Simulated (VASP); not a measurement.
A run of VASP 6.6.1:

Contents of INCAR:

```
SYSTEM = H10C2S
ALGO = Normal ; EDIFF = 1E-6
ENCUT = 520 ; GGA = CA
GGA_COMPAT = .False. ; ISIF = 2
ISMEAR = -1 ; LASPH = .True.
LCHARG = .False. ; LREAL = Auto
LWAVE = .False. ; NBANDS = 61
NELM = 120 ; PREC = Accurate
SIGMA = 0.05
```

KPOINTS

```
k-points
0
Gamma
  1 1 1
  0 0 0
```

The input POSCAR:

```
H10C2S
1.0
    8.2327460000      0.0000000000      0.0000000000
    0.0000000000      8.2327460000      0.0000000000
    0.0000000000      0.0000000000      8.2327460000
S H C
3 30 6
Direct
    0.9200696827      0.0798032637      0.2314537580
    0.6947985520      0.5854182796      0.2244087210
    0.6652579832      0.3891046803      0.6003100302
    1.0504028668      0.0740700612      0.1328596801
    0.9773774145     -0.0516109692      0.3123137772
    0.6603871904      0.4309254774      0.2307249610
    0.6056302478      0.6015611316      0.0910388830
    0.7865176455      0.3216788177      0.5140812069
    0.6143029312      0.5003312382      0.4863869236
    0.4180136251      0.0442136803      0.0000971729
    0.2285628635     -0.0609760097      0.0705839825
    0.2365917763      0.0407518949     -0.1294586278
    0.2497951473      0.1436580213      0.0694543473
    0.6918226312      0.9136805630      0.4103855506
    0.5534119478      0.9873011994      0.5501930947
    0.7367894017      0.8753094047      0.6049621839
    0.5718140703      0.7797276875      0.4960677762
    0.3225533741      0.5060644407      0.1938356898
    0.2081808427      0.6052537027      0.3625278856
    0.1977104602      0.6657681410      0.1445690174
    0.3717714600      0.7178649748      0.2725457581
    0.3420486919      0.0580972618      0.4911969834
    0.1316328719      0.1133522157      0.4737301503
    0.1768061349     -0.0614618743      0.5927669820
    0.2039416739     -0.0728918395      0.3787436173
    0.9682188665      0.8579518911      0.8248159241
    0.8825487875      0.6741250125      0.7209502152
    1.0463458972      0.6661082463      0.8908935123
    1.0976167612      0.7260639403      0.7014791905
    0.0059275484      0.4772526688      0.7158850765
    0.1663114591      0.3645928102      0.6729953772
    0.0161671452      0.3415020942      0.5336008180
   -0.0085147775      0.2534877184      0.7230880195
    0.2825424227      0.0437521090     -0.0012025149
    0.6366405571      0.8949869217      0.5199358756
    0.2751815737      0.6175217843      0.2492485496
    0.2126993837      0.0062433604      0.4872493333
    0.9869125077      0.7303274023      0.7836753375
    0.0390270755      0.3590661002      0.6628408067
```

Potentials or basis: VASP PAW LDA potentials, release 64 (S, H, C).

The run is started by

```sh
$ cat potpaw_LDA.64/S/POTCAR potpaw_LDA.64/H/POTCAR potpaw_LDA.64/C/POTCAR > POTCAR
$ mpirun -np 1 vasp_gam > vasp.out
```

Hardware: 1 thread of Intel(R) Xeon(R) 6975P-C (Granite Rapids) (shared host).

Problem. How long does it take, and how much memory?

Solution. It took 27 s on 1 thread of Intel(R) Xeon(R) 6975P-C (Granite Rapids), on a shared host, peak memory 0.4 GiB. Counts: scf iterations 19, k points 1.
